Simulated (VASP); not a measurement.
Runs of VASP 6.6.1 on Sn2Ir. The structure is that of space group Fm-3m (No. 225), or close to it. The cells are those of the table. 

| task | cell | cutoff (eV) | gap on the mesh (eV) | pressure (GPa) |
| --- | --- | --- | --- | --- |
| electric field gradients | a = 4.511 Å, angles 60.0°, 3 atoms | 520 | none | -4.2 |
| single point | a = 4.421 Å, angles 60.0°, 3 atoms | 520 | none | 3.9 |
| electric field gradients | a = 4.421 Å, angles 60.0°, 3 atoms | 520 | none | (a) |
| electric field gradients | a = 4.527 Å, angles 58.7°, 3 atoms | 400 | none | -1.6 |

Alike in all rows: level LDA; potentials or basis VASP PAW LDA potentials, release 64 (Sn_d, Ir); no spin polarisation; k mesh 10 × 10 × 10; smearing fermi-dirac 0.03 eV.

Fill in the values left out.

(a) 4.0.

Caveats: spin-orbit coupling is left out, which moves the levels of the heavy elements; the cell stands under pressure (at least some runs); the cell stands under tension (at least some runs).

A k mesh can miss the band edges, and the runs leave out spin-orbit coupling on Ir, Sn.

A gap of «none» marks levels without a gap at the run's occupations.
